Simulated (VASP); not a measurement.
A run of VASP 6.6.1 is set up as follows.

The input POSCAR:

```
SnSe2
1.0
    3.8632107324      0.0000000000      0.0000000000
   -1.9316053662      3.3456386344      0.0000000000
    0.0000000000      0.0000000000      5.9722357835
Sn Se
1 2
Direct
    0.0000000000      0.0000000000      0.0000000000
    0.3333333333      0.6666666667      0.2500000000
    0.6666666667      0.3333333333      0.7500000000
```

INCAR.step1

```
SYSTEM = SnSe2
  PREC = Accurate
  ENCUT = 520
  ISMEAR = 0
  SIGMA = 0.05
  LREAL = .FALSE.
  LASPH = .TRUE.
  NELM = 100
  NBANDS = 20
  GGA = PE
  ALGO = Normal
  EDIFF = 1E-4
  LWAVE = .TRUE.
  LCHARG = .FALSE.
```

Contents of INCAR.step2:

```
SYSTEM = SnSe2
  PREC = Accurate
  ENCUT = 520
  EDIFF = 1E-6
  ISMEAR = 0
  SIGMA = 0.05
  LREAL = .FALSE.
  LASPH = .TRUE.
  NELM = 100
  ALGO = Normal
  ISIF = 2
  LWAVE = .FALSE.
  LCHARG = .FALSE.
  METAGGA = R2SCAN
  LMIXTAU = .TRUE.
  NBANDS = 20
  ISTART = 1
```

The input KPOINTS:

```
regular mesh
0
G
  12 12 6
  0 0 0
```

Potentials or basis: VASP PAW PBE potentials, release 64 (Sn_d, Se).

Command:

```console
$ cat potpaw_PBE.64/Sn_d/POTCAR potpaw_PBE.64/Se/POTCAR > POTCAR
$ cp INCAR.step1 INCAR
$ mpirun -np 1 vasp_std > vasp.out
$ cp INCAR.step2 INCAR
$ mpirun -np 1 vasp_std > vasp.out
```

Predict the largest force.

0.671 eV/Å.

Estimate the band gap on the k mesh.

0.80 eV, indirect (least direct gap 1.04 eV).

What does it give for the pressure?

3.3 GPa.

Forces on the atoms (eV/Å):
```
Sn   0.000  0.000  0.000
Se   0.000  0.000  0.671
Se   0.000  0.000 -0.671
```

Caveat: the PAW data sets were made with another functional, which shifts forces and pressure a little; spin-orbit coupling is left out, which moves the levels of the heavy elements. A k mesh can miss the band edges.
